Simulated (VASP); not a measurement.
Input of a VASP 6.6.1 run:

File INCAR:

```
SYSTEM = Ge
PREC = Accurate ; ENCUT = 520
EDIFF = 1E-8 ; ISMEAR = -1
SIGMA = 0.15 ; LREAL = .False.
LASPH = .True. ; NELM = 100
ALGO = Normal ; ISIF = 2
LWAVE = .False. ; LCHARG = .True.
GGA = PE ; IBRION = 8
NSW = 1
```

KPOINTS

```
Automatic mesh
0
Gamma
  14 14 14
  0 0 0
```

The input POSCAR:

```
Ge
1.0
    0.0000000000      2.8818279658      2.8818279658
    2.8818279658      0.0000000000      2.8818279658
    2.8818279658      2.8818279658      0.0000000000
Ge
2
Direct
    0.5000000000      0.5000000000      0.5000000000
    0.7500000000      0.7500000000      0.7500000000
```

Potentials or basis: VASP PAW PBE potentials, release 64 (Ge_d).

Run with:

```console
$ cat potpaw_PBE.64/Ge_d/POTCAR > POTCAR
$ mpirun -np 1 vasp_std > vasp.out
```

Question: Estimate the highest phonon frequency at Γ.

Answer: 272 cm⁻¹.

Phonon frequencies in cm⁻¹ (negative: imaginary):
```
              q point        frequencies
(0.000, 0.000, 0.000)  0 0 0 272 272 272
```
